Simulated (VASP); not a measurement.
# Mg2Ti2O3 (P-3m1) in VASP: relaxation of cell and atoms with PBE

Aim: the relaxation of cell and atoms of Mg2Ti2O3 with PBE.

Everything below comes from runs of VASP 6.6.1. Logs are shortened: lines on timing, memory, paths and dates and some standing lists are left out, and cuts for length are marked.

## 1. The cell of the first run

The structure is trigonal, space group P-3m1 (No. 164). The conventional cell has a = 2.951 Å, b = 2.951 Å, c = 10.173 Å, α = 90.00°, β = 90.00°, γ = 120.00°. Within 2.8 Å of Mg (site symmetry 3m) lie 6 O at 2.14 to 2.15 Å. Ti (site symmetry 3m) has 3 O at 2.19 Å and 9 Ti at 2.78 to 2.95 Å within 3.0 Å. O (site symmetry 3m) has 3 Mg at 2.14 Å and 3 Ti at 2.19 Å and 1 O at 2.60 Å within 2.8 Å. O (site symmetry -3m) has 6 Mg at 2.15 Å and 2 O at 2.60 Å within 2.8 Å.

## 2. Relaxation of cell and atoms, PBE

INCAR

```
  ALGO = Normal
  EDIFF = 1E-6
  EDIFFG = -0.01
  ENCUT = 600
  GGA = PE
  IBRION = 2
  ISIF = 3
  ISMEAR = 0
  LASPH = True
  LCHARG = False
  LREAL = False
  LWAVE = False
  NELM = 80
  NSW = 100
  PREC = Accurate
  SIGMA = 0.1
```

KPOINTS

```
k-points
0
Gamma
  12 12 4
```

POSCAR

```
Mg2Ti2O3
1.0
    2.9507062273      0.0000000000      0.0000000000
   -1.4753531136      2.5553865519      0.0000000000
    0.0000000000      0.0000000000     10.1726739693
Mg Ti O
2 2 3
Direct
    0.3333333333      0.6666666667      0.1290650682
    0.6666666667      0.3333333333      0.8709349318
    0.6666666667      0.3333333333      0.3919228173
    0.3333333333      0.6666666667      0.6080771827
    0.0000000000      0.0000000000      0.2560530620
    0.0000000000      0.0000000000      0.7439469380
    0.0000000000      0.0000000000      0.0000000000
```

Potentials or basis: VASP PAW PBE potentials, release 64 (Mg, Ti_sv, O).

The run is started by

```
> cat potpaw_PBE.64/Mg/POTCAR potpaw_PBE.64/Ti_sv/POTCAR potpaw_PBE.64/O/POTCAR > POTCAR
> mpirun -np 1 vasp_std > vasp.out
```

OUTCAR:

```text
EDIFF = 1E-6
   EDIFFG = -0.01
   ENCUT = 600
   GGA = PE
   IBRION = 2
   ISIF = 3
   ISMEAR = 0
   LASPH = True
   LREAL = False
   NELM = 80
   NSW = 100
   PREC = Accurate

 ion  position               nearest neighbor table
   1  0.333  0.667  0.129-   5 2.14   5 2.14   5 2.14   7 2.15   7 2.15   7 2.15   2 3.13   2 3.13
                             2 3.13   3 3.17   3 3.17   3 3.17
   2  0.667  0.333  0.871-   6 2.14   6 2.14   6 2.14   7 2.15   7 2.15   7 2.15   1 3.13   1 3.13
                             1 3.13   4 3.17   4 3.17   4 3.17
   3  0.667  0.333  0.392-   5 2.19   5 2.19   5 2.19   4 2.78   4 2.78   4 2.78   1 3.17   1 3.17
                             1 3.17
   4  0.333  0.667  0.608-   6 2.19   6 2.19   6 2.19   3 2.78   3 2.78   3 2.78   2 3.17   2 3.17
                             2 3.17
   5  0.000  0.000  0.256-   1 2.14   1 2.14   1 2.14   3 2.19   3 2.19   3 2.19
   6  0.000  0.000  0.744-   2 2.14   2 2.14   2 2.14   4 2.19   4 2.19   4 2.19
   7  0.000  0.000  0.000-   1 2.15   2 2.15   1 2.15   2 2.15   2 2.15   1 2.15

  LATTYP: Found a hexagonal cell.
 ALAT       =     2.9507062273
 C/A-ratio  =     3.4475387198

  Lattice vectors:

 A1 = (   2.9507062273,   0.0000000000,   0.0000000000)
 A2 = (  -1.4753531136,   2.5553865519,   0.0000000000)
 A3 = (   0.0000000000,   0.0000000000,  10.1726739693)

Analysis of symmetry for initial positions (statically):
=====================================================================
 Subroutine PRICEL returns:
 Original cell was already a primitive cell.

 Routine SETGRP: Setting up the symmetry group for a
 hexagonal supercell.

 Subroutine GETGRP returns: Found 12 space group operations
 (whereof 12 operations were pure point group operations)
 out of a pool of 24 trial point group operations.

The static configuration has the point symmetry D_3d.

Analysis of symmetry for dynamics (positions and initial velocities):
=====================================================================
 Subroutine PRICEL returns:
 Original cell was already a primitive cell.

 Routine SETGRP: Setting up the symmetry group for a
 hexagonal supercell.

 Subroutine GETGRP returns: Found 12 space group operations
 (whereof 12 operations were pure point group operations)
 out of a pool of 24 trial point group operations.

The dynamic configuration has the point symmetry D_3d.

 Subroutine INISYM returns: Found 12 space group operations
 (whereof 12 operations are pure point group operations),
 and found     1 'primitive' translations

----------------------------------------------------------------------------------------

                                     Primitive cell

  volume of cell :      76.7039

  direct lattice vectors                    reciprocal lattice vectors
     2.950706227  0.000000000  0.000000000     0.338901918  0.195665114  0.000000000
    -1.475353114  2.555386552  0.000000000     0.000000000  0.391330227  0.000000000
     0.000000000  0.000000000 10.172673969     0.000000000  0.000000000  0.098302570

  length of vectors
     2.950706227  2.950706227 10.172673969     0.391330227  0.391330227  0.098302570

  position of ions in fractional coordinates (direct lattice)
     0.333333333  0.666666667  0.129065068
     0.666666667  0.333333333  0.870934932
     0.666666667  0.333333333  0.391922817
     0.333333333  0.666666667  0.608077183
     0.000000000  0.000000000  0.256053062
     0.000000000  0.000000000  0.743946938
     0.000000000  0.000000000  0.000000000

  ion indices of the primitive-cell ions
   primitive index   ion index
                 1           1
                 2           2
                 3           3
                 4           4
                 5           5
                 6           6
                 7           7

----------------------------------------------------------------------------------------

 KPOINTS: k-points

Automatic generation of k-mesh.
 Grid dimensions read from file:
 generate k-points for:   12   12    4

 Generating k-lattice:

  Cartesian coordinates                     Fractional coordinates (reciprocal lattice)
     0.028241827  0.016305426  0.000000000     0.083333333  0.000000000  0.000000000
     0.000000000  0.032610852  0.000000000     0.000000000  0.083333333  0.000000000
     0.000000000  0.000000000  0.024575643     0.000000000  0.000000000  0.250000000

  Length of vectors
     0.032610852  0.032610852  0.024575643

  Shift w.r.t. Gamma in fractional coordinates (k-lattice)
     0.000000000  0.000000000  0.000000000

 Subroutine IBZKPT returns following result:
 ===========================================

 Found     69 irreducible k-points:

 Following reciprocal coordinates:
            Coordinates               Weight
  0.000000  0.000000  0.000000      1.000000
  0.083333 -0.000000  0.000000      6.000000
  0.166667 -0.000000  0.000000      6.000000
  0.250000 -0.000000  0.000000      6.000000
  0.333333 -0.000000  0.000000      6.000000
  0.416667  0.000000  0.000000      6.000000
[... 16 lines left out ...]
  0.166667 -0.000000  0.250000      6.000000
  0.000000  0.166667  0.250000      6.000000
 [... further k-points ...]
   k-points           NKPTS =     69   k-points in BZ     NKDIM =     69   number of bands    NBANDS=     27
   number of dos      NEDOS =    301   number of ions     NIONS =      7
   total plane-waves  NPLWV =  48384
   dimension x,y,z NGX =    24 NGY =   24 NGZ =   84
   dimension x,y,z NGXF=    48 NGYF=   48 NGZF=  168
   ions per type =               2   2   3
   NGX,Y,Z   is equivalent  to a cutoff of  13.52, 13.52, 13.73 a.u.
   NGXF,Y,Z  is equivalent  to a cutoff of  27.04, 27.04, 27.46 a.u.
 SYSTEM =  unknown system
   PREC   = accura    normal or accurate (medium, high low for compatibility)
   ISTART =      0    job   : 0-new  1-cont  2-samecut
   ICHARG =      2    charge: 1-file 2-atom 10-const
   ISPIN  =      1    spin polarized calculation?
   LNONCOLLINEAR =      F non collinear calculations
   LSORBIT =      F    spin-orbit coupling
   LASPH  =      T    aspherical Exc in radial PAW
   ENCUT  =  600.0 eV  44.10 Ry    6.64 a.u.   5.89  5.89 20.32*2*pi/ulx,y,z
   NELM   =     80;   NELMIN=  2; NELMDL= -5     # of ELM steps
   EDIFF  = 0.1E-05   stopping-criterion for ELM
   LREAL  =      F    real-space projection
   EDIFFG = -.1E-01   stopping-criterion for IOM
   NSW    =    100    number of steps for IOM
   IBRION =      2    ionic relax: 0-MD 1-quasi-New 2-CG
   NFREE  =      1    steps in history (QN), initial steepest desc. (CG)
   ISIF   =      3    stress and relaxation
   ISYM   =      2    0-nonsym 1-usesym 2-fastsym
   POTIM  = 0.5000    time-step for ionic-motion
   TEBEG  =    0.0;   TEEND  =   0.0 temperature during run
   PSTRESS=    0.0 pullay stress
   NELECT =      46.0000    total number of electrons
   NUPDOWN=      -1.0000    fix difference up-down
   EMIN   =  10.00;   EMAX   =-10.00  energy-range for DOS
   EFERMI =   0.00;   METHOD = LEGACY
   ISMEAR =     0;   SIGMA  =   0.10  broadening in eV -4-tet -1-fermi 0-gaus
   EFERMI_NEDOS =   21; number of points for ismear=-14 and -15
   IALGO  =     38    algorithm
   IMIX   =      4    mixing-type and parameters
     AMIX     =   0.40;   BMIX     =  1.00
     AMIX_MAG =   1.60;   BMIX_MAG =  1.00
  volume/ion in A,a.u.               =      10.96        73.95
  Fermi-wavevector in a.u.,A,eV,Ry     =   1.380559  2.608878 25.931919  1.905942
  Thomas-Fermi vector in A             =   2.505425
   LORBIT       =      0    0 simple, 1 ext, 2 COOP (PROOUT), +10 PAW based schemes
   GGA     = PE    functional components
   LHFCALC =     F    Hartree Fock is set to
   AEXX    =    0.0000 exact exchange contribution
   IVDW    =     0    specifies the selected vdW correction
   LEPSILON=     F    determine dielectric tensor
   LRPA    =     F    only Hartree local field effects (RPA)
 conjugate gradient relaxation of ions
 non-spin polarized calculation
 Gauss-broadening in eV      SIGMA  =   0.10
  energy-cutoff  :      600.00
  volume of cell :       76.70
 maximum number of plane-waves:      2592
   NGX = 11   NGY = 11   NGZ = 41

--------------------------------------- Ionic step        1  -------------------------------------------

 number of electron      45.9999996 magnetization

 Free energy of the ion-electron system (eV)
  ---------------------------------------------------
  ext. energy  EPLUGINS =         0.00000000
  ---------------------------------------------------
  free energy    TOTEN  =       -48.71814542 eV

  energy without entropy =      -48.70895827  energy(sigma->0) =      -48.71355185

------------------------ aborting loop because EDIFF is reached ----------------------------------------

  FORCE on cell =-STRESS in cart. coord.  units (eV):
  Direction    XX          YY          ZZ          XY          YZ          ZX
  --------------------------------------------------------------------------------------
  -------------------------------------------------------------------------------------
  Total       -0.1095209     -0.1095209     -0.5610935     -0.0000000      0.0000000      0.0000000
  in kB       -2.2876515     -2.2876515    -11.7200136     -0.0000000      0.0000000      0.0000000
  external PRESSURE =      -5.4317722 kB  Pullay stress =       0.0000000 kB
[... 149 lines left out ...]
  energy  without entropy=      -48.7109506599  energy(sigma->0) =      -48.71536897

--------------------------------------- Ionic step        5  -------------------------------------------

 number of electron      45.9999999 magnetization

 Free energy of the ion-electron system (eV)
  ---------------------------------------------------
  ext. energy  EPLUGINS =         0.00000000
  ---------------------------------------------------
  free energy    TOTEN  =       -48.71984372 eV

  energy without entropy =      -48.71104507  energy(sigma->0) =      -48.71544439

 E-fermi :   8.4874     XC(G=0): -11.4868

 val. band max:        8.4634313834   @ k =   0.4167   0.0000   0.0000
 cond. band min:       8.4878179715   @ k =   0.0833   0.0833   0.5000
 fundamental gap:      0.0243865881
 Fermi energy:         8.4874280665

 k-point     1 :       0.0000    0.0000    0.0000
  band No.  band energies     occupation
      1     -48.8486      2.00000
      2     -48.7470      2.00000
      3     -25.3936      2.00000
      4     -24.9508      2.00000
      5     -24.8096      2.00000
      6     -24.8096      2.00000
[... 709 lines left out ...]
     26       9.3428      0.00000
     27       9.8829      0.00000

 [... further k-points ...]
[... 5 lines left out ...]
  --------------------------------------------------------------------------------------
  -------------------------------------------------------------------------------------
  Total       -0.0187820     -0.0187820     -0.0145088     -0.0000000     -0.0000000     -0.0000000
  in kB       -0.3935684     -0.3935684     -0.3040255     -0.0000000     -0.0000000     -0.0000000
  external PRESSURE =      -0.3637208 kB  Pullay stress =       0.0000000 kB
[... 22 lines left out ...]
  FREE ENERGIE OF THE ION-ELECTRON SYSTEM (eV)
  ---------------------------------------------------
  free  energy   TOTEN  =       -48.7198437155 eV

  energy  without entropy=      -48.7110450709  energy(sigma->0) =      -48.71544439

 reached required accuracy - stopping structural energy minimisation
```

It took 3.7 min on 1 thread of Intel Xeon 6975P-C (Granite Rapids), shared host; peak memory 0.32 GiB.

Results:

| Item | Value |
| --- | --- |
| Free energy | -48.7198 eV |
| Relaxed volume | 10.92 Å³/atom |
| Relaxed cell | a = 2.950 Å, b = 2.950 Å, c = 10.146 Å, α = 90.00°, β = 90.00°, γ = 120.00° |
| Space group after relaxing (to 0.1 Å) | P-3m1 (No. 164) |
| Energy gained by relaxing | 0.2 meV/atom |
| Ionic steps | 5 |
| Pressure after relaxing | 0.0 GPa |
| Largest force after relaxing | 0.009 eV/Å |
| Band gap on the k mesh | zero (bands 23 and 24 overlap by 0.64 eV) |

Forces in eV/Å, atoms in the order of the input:
```
Mg   0.000  0.000 -0.003
Mg   0.000  0.000  0.003
Ti   0.000  0.000 -0.009
Ti   0.000  0.000  0.009
O    0.000  0.000 -0.004
O    0.000  0.000  0.004
O    0.000  0.000  0.000
```

The path:
```csv
step,energy change (eV),largest force (eV/Å),pressure (GPa),volume (Å³)
1,0.0000,0.0981,-0.54,76.70
2,-0.0015,0.0178,0.32,76.29
3,-0.0016,0.0214,0.13,76.38
4,-0.0016,0.0226,0.10,76.39
5,-0.0017,0.0090,-0.04,76.46
```

Final structure:
```yaml
crystal:
  lattice:
    - [2.94988, 0.00000, 0.00000]
    - [-1.47494, 2.55467, 0.00000]
    - [0.00000, 0.00000, 10.14599]
  atoms:
    - { symbol: Mg, position: [0.33333, 0.66667, 0.12868] }
    - { symbol: Mg, position: [0.66667, 0.33333, 0.87132] }
    - { symbol: Ti, position: [0.66667, 0.33333, 0.39233] }
    - { symbol: Ti, position: [0.33333, 0.66667, 0.60767] }
    - { symbol: O, position: [0.00000, 0.00000, 0.25576] }
    - { symbol: O, position: [0.00000, 0.00000, 0.74424] }
    - { symbol: O, position: [0.00000, 0.00000, 0.00000] }
```

The gap in the log of VASP goes by the Fermi energy; the results here count the filled bands.